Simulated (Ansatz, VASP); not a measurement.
## Ti: VASP beside Ansatz

```
Ti
1.0
    -1.50972    1.50972    1.57536
     1.50972   -1.50972    1.57536
     1.50972    1.50972   -1.57536
Ti
1
Cartesian
  0.0000 0.0000 0.0000
```

Change from the starting cell: strain -0.080 along x and y, -0.040 along z, atoms carried along.

Alike in both runs: task single point; functional PBEsol; k mesh 20 × 20 × 20; occupations gaussian, width 0.15 eV; no spin polarisation.

|  | VASP | Ansatz |
| --- | --- | --- |
| version | VASP 6.6.1 | Ansatz 0.2.0 |
| potentials or method | VASP PAW PBE potentials, release 64 (Ti_sv), cutoff 520 eV | scalar-relativistic, plane waves, PAW |
| valence electrons in the cell | 12 | 12 |

|  | VASP | Ansatz | Ansatz less VASP |
| --- | --- | --- | --- |
| gap on the k mesh at the Fermi level (eV) | none | none | - |
| pressure (GPa) | 19.5 | 20.1 | +0.55 |
| traceless stress, the component that is largest in VASP (GPa) | 0.06 | 0.05 | -0.009 |

VASP's potentials were made for PBE, not for PBEsol. A gap of «none» marks a metal or a gap that the smearing closes.
